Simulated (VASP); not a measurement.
Te: single point with LDA

The system is Te.

```
Te
1.0
     2.43460    0.00000    0.00000
     0.00000    2.43460    0.00000
     0.00000    0.00000    2.43460
Te
1
Direct
  0.00000 0.00000 0.00000
```

```
Program             : VASP 6.6.1
Task                : single point
Functional          : LDA
Potentials or basis : VASP PAW LDA potentials, release 64 (Te)
Cutoff              : 520 eV
k mesh              : 15 × 15 × 15
Occupations         : fermi-dirac, width 0.08 eV
Spin                : no spin polarisation
```

```yaml
Pressure: 225.0 GPa
Band_gap_on_the_k_mesh: zero (band 3 reaches 28.52 eV, above the bottom of band 4 at 18.90 eV)
```

Levels at points of the mesh, in eV from the Fermi level:
| k point | band 1 | band 2 | band 3 | band 4 | band 5 | band 6 |
| --- | --- | --- | --- | --- | --- | --- |
| (0.00, 0.00, 0.00) | -23.20 | 2.14 | 2.14 | 2.14 | 5.87 | 5.87 |

It took 5.1 s on 1 thread of Intel(R) Xeon(R) Platinum 8559C (Emerald Rapids) (shared host), peak memory 0.12 GiB.

Caveat: spin-orbit coupling is left out, which moves the levels of the heavy elements.
